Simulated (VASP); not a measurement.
Write the native input for VASP 6.6.1 that does the following.

- Task: single point
- Functional: PBE0
- Potentials or basis: VASP PAW PBE potentials, release 64 (Ir)
- Cutoff: 520 eV
- k mesh: 6 × 6 × 4
- Occupations: fermi-dirac, width 0.05 eV
- Spin: no spin polarisation
- Dipole correction: no
- Grid for exact exchange (PRECFOCK): Normal
- Further INCAR settings: ALGO = Normal; EDIFF = 1e-06; NBANDS = 16

Ir:

```xyz
2
Lattice="2.8053 0.0000 0.0000 -1.4027 2.4295 0.0000 0.0000 0.0000 4.5498" Properties=species:S:1:pos:R:3 pbc="T T T"
Ir    0.0000    1.6197    1.1375
Ir    1.4027    0.8098    3.4124
```

The input as run:

POSCAR

```
Ir
1.0
    2.8053401807      0.0000000000      0.0000000000
   -1.4026700903      2.4294958627      0.0000000000
    0.0000000000      0.0000000000      4.5498081014
Ir
2
Direct
    0.3333333333      0.6666666667      0.2500000000
    0.6666666667      0.3333333333      0.7500000000
```

INCAR.step1

```
SYSTEM = Ir
PREC = Accurate
ENCUT = 520
EDIFF = 1E-5
ISMEAR = -1
SIGMA = 0.05
LREAL = .FALSE.
LASPH = .TRUE.
NELM = 80
ALGO = Normal
ISIF = 2
LWAVE = .TRUE.
NBANDS = 16
GGA = PE
```

INCAR.step2

```
SYSTEM = Ir
PREC = Accurate
ENCUT = 520
EDIFF = 1E-6
ISMEAR = -1
SIGMA = 0.05
LREAL = .FALSE.
LASPH = .TRUE.
NELM = 80
ALGO = Normal
ISIF = 2
LWAVE = .FALSE.
LCHARG = .TRUE.
GGA = PE
LHFCALC = .TRUE.
AEXX = 0.25
PRECFOCK = Normal
LELF = .TRUE.
LVHAR = .TRUE.
NBANDS = 16
ISTART = 1
```

KPOINTS

```
regular mesh
0
G
  6 6 4
  0 0 0
```

Potentials or basis: VASP PAW PBE potentials, release 64 (Ir).

The run is started by

```sh
$ cat potpaw_PBE.64/Ir/POTCAR > POTCAR
$ cp INCAR.step1 INCAR
$ mpirun -np 1 vasp_std > vasp.out
$ cp INCAR.step2 INCAR
$ mpirun -np 1 vasp_std > vasp.out
```

Results of the run:

* Pressure: -29.5 GPa
* Band gap on the k mesh: zero (band 9 reaches 9.92 eV, above the bottom of band 10 at 5.72 eV)

Caveat: the k points lie up to 0.43 Å⁻¹ apart; the PAW data sets were made with another functional, which shifts forces and pressure a little; spin-orbit coupling is left out, which moves the levels of the heavy elements.

It took 37 min on 1 thread of Intel(R) Xeon(R) Platinum 8259CL CPU @ 2.50GHz (Skylake/Cascade Lake) (shared host), peak memory 0.18 GiB.
